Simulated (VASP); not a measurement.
Here is a VASP 6.6.1 calculation.

INCAR

```
SYSTEM = SiC
PREC = Accurate ; ENCUT = 520
EDIFF = 1E-7 ; ISMEAR = 0
SIGMA = 0.05 ; LREAL = .FALSE.
LASPH = .TRUE. ; NELM = 60
ALGO = Normal ; ISIF = 2
LWAVE = .FALSE. ; LCHARG = .FALSE.
GGA = PE ; NBANDS = 36
```

File KPOINTS:

```
regular mesh
0
G
  10 10 2
  0 0 0
```

POSCAR

```
SiC
1.0
    2.1898640950     -2.1898640950      0.0000000000
    2.1898640950      0.0000000000     -2.1898640950
    8.5862512991      8.5862512991      8.5862512991
Si C
6 6
Direct
    1.0000000000      0.0000000000      0.4037842260
    0.3333333333      0.3333333333      0.2337554969
    0.6666666667      0.6666666667      0.5738129552
    1.0000000000      1.0000000000      0.9138704135
    0.3333333333      0.3333333333      0.7438416843
    0.6666666667      0.6666666667      0.0637267677
    0.6666666667      0.6666666667      0.4462914083
    0.0000000000      0.0000000000      0.2762626791
    0.3333333333      0.3333333333      0.6163201375
    0.6666666667      0.6666666667      0.9563775958
    0.0000000000      0.0000000000      0.7863488666
    0.3333333333      0.3333333333      0.1062339500
```

Potentials or basis: VASP PAW PBE potentials, release 64 (Si, C).

Command:

```console
$ cat potpaw_PBE.64/Si/POTCAR potpaw_PBE.64/C/POTCAR > POTCAR
$ mpirun -np 1 vasp_std > vasp.out
```

(1) Predict the largest force.

(2) Predict the band gap on the k mesh.

(3) Predict the pressure.

Results:

(1) 9.355 eV/Å.

(2) 1.02 eV.

(3) 7.3 GPa.

Caveat: the cell differs from its parent crystal (the distance across one plane changed); the cell stands under pressure; forces of over 1 eV/Å act on the atoms, so gaps and moduli don't describe the material at rest.
